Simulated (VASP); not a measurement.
# MgI2 (R-3m) in VASP: further runs

The runs below take MgI2 through single point, with LDA, r2SCAN.

Everything below comes from runs of VASP 6.6.1. Logs are shortened: lines on timing, memory, paths and dates and some standing lists are left out, and cuts for length are marked.

### Step 1. The cell of the first run

The structure is trigonal, space group R-3m (No. 166). The conventional cell has a = 4.157 Å, b = 4.157 Å, c = 20.677 Å, α = 90.00°, β = 90.00°, γ = 120.00°. Mg (site symmetry -3m) has 6 I at 2.92 Å within 3.8 Å. Within 3.8 Å of I (site symmetry 3m) lie 3 Mg at 2.92 Å.

### Step 2. Single point, LDA

The input, INCAR:

```
SYSTEM = MgI2
PREC = Accurate
ENCUT = 520
EDIFF = 1E-7
ISMEAR = 0
SIGMA = 0.01
LREAL = .FALSE.
LASPH = .TRUE.
NELM = 100
ALGO = Normal
ISIF = 2
LWAVE = .FALSE.
LCHARG = .TRUE.
GGA = CA
LELF = .TRUE.
LVHAR = .TRUE.
NBANDS = 15
```

The input, KPOINTS:

```
regular mesh
0
G
  4 4 4
  0 0 0
```

The input, POSCAR:

```
MgI2
1.0
    2.0786779653      1.2001252828      6.8923459395
   -2.0786779653      1.2001252828      6.8923459395
    0.0000000000     -2.4002505656      6.8923459395
Mg I
1 2
Direct
    0.0000000000      0.0000000000      0.0000000000
    0.2526882635      0.2526882635      0.2526882635
    0.7473117365      0.7473117365      0.7473117365
```

Potentials or basis: VASP PAW LDA potentials, release 64 (Mg, I).

Started as:

```sh
$ cat potpaw_LDA.64/Mg/POTCAR potpaw_LDA.64/I/POTCAR > POTCAR
$ mpirun -np 1 vasp_std > vasp.out
```

OUTCAR:

```text
SYSTEM = MgI2
   PREC = Accurate
   ENCUT = 520
   EDIFF = 1E-7
   ISMEAR = 0
   LREAL = .FALSE.
   LASPH = .TRUE.
   NELM = 100
   ISIF = 2
   GGA = CA

 ion  position               nearest neighbor table
   1  0.000  0.000  0.000-   3 2.92   2 2.92   3 2.92   3 2.92   2 2.92   2 2.92
   2  0.253  0.253  0.253-   1 2.92   1 2.92   1 2.92
   3  0.747  0.747  0.747-   1 2.92   1 2.92   1 2.92

  LATTYP: Found a trigonal (rhomboedric) cell.
 ALAT       =     7.2983309960
 COS(alpha) =     0.8377602348

  Lattice vectors:

 A1 = (   2.0786779653,   1.2001252828,   6.8923459395)
 A2 = (  -2.0786779653,   1.2001252828,   6.8923459395)
 A3 = (   0.0000000000,  -2.4002505656,   6.8923459395)

Analysis of symmetry for initial positions (statically):
=====================================================================
 Subroutine PRICEL returns:
 Original cell was already a primitive cell.

 Routine SETGRP: Setting up the symmetry group for a
 trigonal (rhombohedral) supercell.

 Subroutine GETGRP returns: Found 12 space group operations
 (whereof 12 operations were pure point group operations)
 out of a pool of 12 trial point group operations.

The static configuration has the point symmetry D_3d.

Analysis of symmetry for dynamics (positions and initial velocities):
=====================================================================
 Subroutine PRICEL returns:
 Original cell was already a primitive cell.

 Routine SETGRP: Setting up the symmetry group for a
 trigonal (rhombohedral) supercell.

 Subroutine GETGRP returns: Found 12 space group operations
 (whereof 12 operations were pure point group operations)
 out of a pool of 12 trial point group operations.

The dynamic configuration has the point symmetry D_3d.

 Subroutine INISYM returns: Found 12 space group operations
 (whereof 12 operations are pure point group operations),
 and found     1 'primitive' translations

----------------------------------------------------------------------------------------

                                     Primitive cell

  volume of cell :     103.1649

  direct lattice vectors                    reciprocal lattice vectors
     2.078677965  1.200125283  6.892345940     0.240537499  0.138874390  0.048362827
    -2.078677965  1.200125283  6.892345940    -0.240537499  0.138874390  0.048362827
     0.000000000 -2.400250566  6.892345940     0.000000000 -0.277748780  0.048362827

  length of vectors
     7.298330996  7.298330996  7.298330996     0.281927913  0.281927913  0.281927913

[... 83 lines left out ...]
   EMIN   =  10.00;   EMAX   =-10.00  energy-range for DOS
   EFERMI =   0.00;   METHOD = LEGACY
   ISMEAR =     0;   SIGMA  =   0.01  broadening in eV -4-tet -1-fermi 0-gaus
   EFERMI_NEDOS =   21; number of points for ismear=-14 and -15
   IALGO  =     38    algorithm
   IMIX   =      4    mixing-type and parameters
     AMIX     =   0.40;   BMIX     =  1.00
     AMIX_MAG =   1.60;   BMIX_MAG =  1.00
  volume/ion in A,a.u.               =      34.39       232.06
  Fermi-wavevector in a.u.,A,eV,Ry     =   0.879571  1.662148 10.526076  0.773645
  Thomas-Fermi vector in A             =   1.999813
   LORBIT       =      0    0 simple, 1 ext, 2 COOP (PROOUT), +10 PAW based schemes
   GGA     = CA    functional components
   LHFCALC =     F    Hartree Fock is set to
   AEXX    =    0.0000 exact exchange contribution
   IVDW    =     0    specifies the selected vdW correction
   LEPSILON=     F    determine dielectric tensor
   LRPA    =     F    only Hartree local field effects (RPA)
 non-spin polarized calculation
 Gauss-broadening in eV      SIGMA  =   0.01
  energy-cutoff  :      520.00
  volume of cell :      103.16
 maximum number of plane-waves:      2809
   NGX = 27   NGY = 27   NGZ = 27

 number of electron      16.0000000 magnetization

 Free energy of the ion-electron system (eV)
  ---------------------------------------------------
  ext. energy  EPLUGINS =         0.00000000
  ---------------------------------------------------
  free energy    TOTEN  =        -9.03742442 eV

  energy without entropy =       -9.03742442  energy(sigma->0) =       -9.03742442

 E-fermi :   2.1804     XC(G=0):  -8.5236

 val. band max:        2.0948814246   @ k =   0.0000   0.0000   0.0000
 cond. band min:       5.1593468237   @ k =   0.5000   0.5000   0.0000
 fundamental gap:      3.0644653990
 Fermi energy:         2.1804269796

 k-point     1 :       0.0000    0.0000    0.0000
  band No.  band energies     occupation
      1     -10.0134      2.00000
      2      -9.3084      2.00000
      3      -1.4717      2.00000
      4       1.6481      2.00000
      5       1.6481      2.00000
      6       2.0363      2.00000
      7       2.0363      2.00000
      8       2.0949      2.00000
      9       5.5260      0.00000
     10       6.6591      0.00000
     11       8.5068      0.00000
     12       8.5068      0.00000
     13       9.6288      0.00000
     14       9.8719      0.00000
[... 203 lines left out ...]
      2      -9.5049      2.00000
      3      -0.6346      2.00000
      4       0.6211      2.00000
      5       1.7483      2.00000
      6       1.7483      2.00000
      7       1.9165      2.00000
      8       1.9165      2.00000
      9       6.5243      0.00000
     10       6.8103      0.00000
     11       8.6723      0.00000
     12       8.6723      0.00000
     13       9.9590      0.00000
     14      10.0914      0.00000
     15      10.0915      0.00000

------------------------ aborting loop because EDIFF is reached ----------------------------------------

  FORCE on cell =-STRESS in cart. coord.  units (eV):
  Direction    XX          YY          ZZ          XY          YZ          ZX
  --------------------------------------------------------------------------------------
  -------------------------------------------------------------------------------------
  Total       -0.9537889     -0.9537889     -0.9453518      0.0000000      0.0000000      0.0000000
  in kB      -14.8125811    -14.8125811    -14.6815501      0.0000000      0.0000000      0.0000000
  external PRESSURE =     -14.7689041 kB  Pullay stress =       0.0000000 kB

 VOLUME and BASIS-vectors are now :
 -----------------------------------------------------------------------------
  energy-cutoff  :      520.00
  volume of cell :      103.16
      direct lattice vectors                 reciprocal lattice vectors
     2.078677965  1.200125283  6.892345940     0.240537499  0.138874390  0.048362827
    -2.078677965  1.200125283  6.892345940    -0.240537499  0.138874390  0.048362827
     0.000000000 -2.400250566  6.892345940     0.000000000 -0.277748780  0.048362827

 POSITION                                       TOTAL-FORCE (eV/Angst)
 -----------------------------------------------------------------------------------
      0.00000      0.00000      0.00000         0.000000      0.000000     -0.000000
      0.00000      0.00000      5.22484         0.000000     -0.000000      0.174650
      0.00000      0.00000     15.45219         0.000000     -0.000000     -0.174650
 -----------------------------------------------------------------------------------
    total drift:                               -0.000000     -0.000000      0.000000

  FREE ENERGIE OF THE ION-ELECTRON SYSTEM (eV)
  ---------------------------------------------------
  free  energy   TOTEN  =        -9.0374244161 eV

  energy  without entropy=       -9.0374244161  energy(sigma->0) =       -9.03742442
```

OSZICAR:

```text
N       E                     dE             d eps       ncg     rms          rms(c)
DAV:   1     0.733137770231E+02    0.73314E+02   -0.57832E+03   390   0.833E+02
DAV:   2    -0.334092196745E+01   -0.76655E+02   -0.69512E+02   578   0.130E+02
DAV:   3    -0.911631772331E+01   -0.57754E+01   -0.57570E+01   523   0.410E+01
DAV:   4    -0.922251330759E+01   -0.10620E+00   -0.10619E+00   530   0.675E+00
DAV:   5    -0.922387725423E+01   -0.13639E-02   -0.13639E-02   545   0.713E-01    0.402E+00
DAV:   6    -0.907784544405E+01    0.14603E+00   -0.10652E-01   439   0.165E+00    0.268E+00
DAV:   7    -0.904041997473E+01    0.37425E-01   -0.10010E-01   460   0.153E+00    0.619E-01
DAV:   8    -0.903751195264E+01    0.29080E-02   -0.84177E-03   460   0.505E-01    0.253E-01
DAV:   9    -0.903744739356E+01    0.64559E-04   -0.91385E-04   509   0.163E-01    0.122E-01
DAV:  10    -0.903742534175E+01    0.22052E-04   -0.51070E-05   481   0.444E-02    0.359E-02
DAV:  11    -0.903742488143E+01    0.46032E-06   -0.40976E-06   481   0.120E-02    0.263E-02
DAV:  12    -0.903742442772E+01    0.45371E-06   -0.58987E-07   460   0.510E-03    0.781E-03
DAV:  13    -0.903742441607E+01    0.11652E-07   -0.36110E-08   328   0.116E-03
   1 F= -.90374244E+01 E0= -.90374244E+01  d E =-.145678E-35
```

stdout:

```text
POSCAR found type information on POSCAR MgI
 POSCAR found :  2 types and       3 ions
 scaLAPACK will be used
 LDA part: xc-table for (Slater(with rela. corr.)+CA(PZ))
 , standard interpolation
 POSCAR, INCAR and KPOINTS ok, starting setup
 FFT: planning ... GRIDC
 FFT: planning ... GRID_SOFT
 FFT: planning ... GRID
 WAVECAR not read
 entering main loop
```

It took 27 s on 1 thread of Intel Xeon 6975P-C (Granite Rapids), shared host; peak memory 0.29 GiB.

Results:

| Item | Value |
| --- | --- |
| Free energy | -9.0374 eV |
| Pressure | -1.5 GPa |
| Largest force | 0.175 eV/Å |
| Band gap on the k mesh | 3.06 eV, indirect (least direct gap 3.43 eV) |

Forces on the atoms (eV/Å):
```
Mg   0.000  0.000  0.000
I    0.000  0.000  0.175
I    0.000  0.000 -0.175
```

Levels at points of the mesh, in eV from the valence-band top:
```csv
k point,band 4,band 5,band 6,band 7,band 8,band 9,band 10,band 11,band 12,band 13
"(0.00, 0.00, 0.00)",-0.45,-0.45,-0.06,-0.06,0.00,3.43,4.56,6.41,6.41,7.53
"(0.50, 0.00, 0.00)",-2.94,-1.64,-1.26,-1.22,-0.69,3.66,5.25,6.26,6.92,7.61
"(0.50, 0.50, 0.00)",-3.18,-1.39,-1.32,-0.45,-0.41,3.06,4.84,4.98,6.85,6.85
"(0.50, 0.50, 0.50)",-1.47,-0.35,-0.35,-0.18,-0.18,4.43,4.72,6.58,6.58,7.86
```

Caveat: the k points lie up to 0.44 Å⁻¹ apart; spin-orbit coupling is left out, which moves the levels of the heavy elements.

### Step 3. Single point, LDA

The input, INCAR:

```
SYSTEM = MgI2
  PREC = Accurate
  ENCUT = 520
  EDIFF = 1E-6
  ISMEAR = 0
  SIGMA = 0.01
  LREAL = .False.
  LASPH = .True.
  NELM = 100
  ALGO = Normal
  ISIF = 2
  LWAVE = .False.
  LCHARG = .False.
  GGA = CA
  NBANDS = 15
```

The input, KPOINTS:

```
regular mesh
0
Gamma
  6 6 6
  0 0 0
```

POSCAR is that of step 2.

Potentials or basis: VASP PAW LDA potentials, release 64 (Mg, I).

Started as:

```sh
$ cat potpaw_LDA.64/Mg/POTCAR potpaw_LDA.64/I/POTCAR > POTCAR
$ mpirun -np 1 vasp_std > vasp.out
```

Run time: 49 s. Hardware: 1 thread of Intel Xeon 6975P-C (Granite Rapids), shared host; peak memory 0.31 GiB.

The run converged. Its results:

- Free energy: -9.0624 eV
- Pressure: -1.6 GPa
- Largest force: 0.167 eV/Å
- Band gap on the k mesh: 3.07 eV, indirect (least direct gap 3.44 eV)

Forces on the atoms (eV/Å):
```
Mg   0.000  0.000  0.000
I    0.000  0.000  0.167
I    0.000  0.000 -0.167
```

Stress tensor (GPa, compression positive):
```
-1.70  0.00  0.00
 0.00 -1.70  0.00
 0.00  0.00 -1.42
```

Levels at points of the mesh, in eV from the valence-band top:
| k point | band 5 | band 6 | band 7 | band 8 | band 9 | band 10 | band 11 | band 12 |
| --- | --- | --- | --- | --- | --- | --- | --- | --- |
| (0.00, 0.00, 0.00) | -0.45 | -0.06 | -0.06 | 0.00 | 3.44 | 4.57 | 6.42 | 6.42 |
| (0.50, 0.00, 0.00) | -1.64 | -1.26 | -1.21 | -0.69 | 3.67 | 5.25 | 6.27 | 6.92 |
| (0.50, 0.50, 0.00) | -1.39 | -1.32 | -0.45 | -0.41 | 3.07 | 4.84 | 4.99 | 6.85 |
| (0.50, 0.50, 0.50) | -0.35 | -0.35 | -0.18 | -0.18 | 4.43 | 4.72 | 6.58 | 6.58 |

Caveat: spin-orbit coupling is left out, which moves the levels of the heavy elements.

### Step 4. Single point, r2SCAN

POSCAR is that of step 3.

The input, INCAR.step1:

```
  PREC = Accurate
  ENCUT = 520
  ISMEAR = 0
  SIGMA = 0.01
  LREAL = False
  LASPH = True
  NELM = 80
  NBANDS = 15
  GGA = PE
  ALGO = Normal
  EDIFF = 1E-4
  LWAVE = True
  LCHARG = False
```

The input, INCAR.step2:

```
  PREC = Accurate
  ENCUT = 520
  EDIFF = 1E-7
  ISMEAR = 0
  SIGMA = 0.01
  LREAL = False
  LASPH = True
  NELM = 80
  ALGO = Normal
  ISIF = 2
  LWAVE = False
  LCHARG = True
  METAGGA = R2SCAN
  LMIXTAU = True
  LELF = True
  LVHAR = True
  NBANDS = 15
  ISTART = 1
```

The input, KPOINTS:

```
regular mesh
0
Gamma
  6 6 6
```

Potentials or basis: VASP PAW PBE potentials, release 64 (Mg, I).

Started as:

```sh
$ cat potpaw_PBE.64/Mg/POTCAR potpaw_PBE.64/I/POTCAR > POTCAR
$ cp INCAR.step1 INCAR
$ mpirun -np 1 vasp_std > vasp.out
$ cp INCAR.step2 INCAR
$ mpirun -np 1 vasp_std > vasp.out
```

Wall time 4.9 min (1 thread of Intel Xeon 6975P-C (Granite Rapids), shared host); peak memory 0.44 GiB.

It converged, with:

```yaml
Free_energy: -56.9248 eV
Pressure: 0.5 GPa
Largest_force: 0.043 eV/Å
Band_gap_on_the_k_mesh: 3.81 eV, indirect (least direct gap 4.24 eV)
```

Forces in eV/Å, atoms in the order of the input:
```
Mg   0.000  0.000  0.000
I    0.000  0.000  0.043
I    0.000  0.000 -0.043
```

Levels at points of the mesh, in eV from the valence-band top:
| k point | band 6 | band 7 | band 8 | band 9 | band 10 | band 11 |
| --- | --- | --- | --- | --- | --- | --- |
| (0.00, 0.00, 0.00) | -0.06 | -0.06 | 0.00 | 4.50 | 5.40 | 7.12 |
| (0.50, 0.00, 0.00) | -1.24 | -1.24 | -0.71 | 4.42 | 5.99 | 6.96 |
| (0.50, 0.50, 0.00) | -1.33 | -0.47 | -0.43 | 3.81 | 5.64 | 5.67 |
| (0.50, 0.50, 0.50) | -0.37 | -0.18 | -0.18 | 5.40 | 5.59 | 7.30 |

Caveat: the PAW data sets were made with another functional, which shifts forces and pressure a little; spin-orbit coupling is left out, which moves the levels of the heavy elements.

### Step 5. Summary

```tsv
level	potentials or basis	k mesh	gap on the mesh (eV)	pressure (GPa)	largest force (eV/Å)
LDA	VASP PAW LDA potentials, release 64 (Mg, I)	4 × 4 × 4	3.06	-1.5	0.17
LDA	VASP PAW LDA potentials, release 64 (Mg, I)	6 × 6 × 6	3.07	-1.6	0.17
r2SCAN	VASP PAW PBE potentials, release 64 (Mg, I)	6 × 6 × 6	3.81	0.5	0.04
```

Alike in all rows: task single point; no spin polarisation; cell as given; cutoff (eV) 520; smearing gaussian 0.01 eV.

Caveats: some runs use coarse meshes; spin-orbit coupling is left out, which moves the levels of the heavy elements; the PAW data sets were made with another functional, which shifts forces and pressure a little (some runs).

Absolute energies hang on the potentials; compare differences alone.
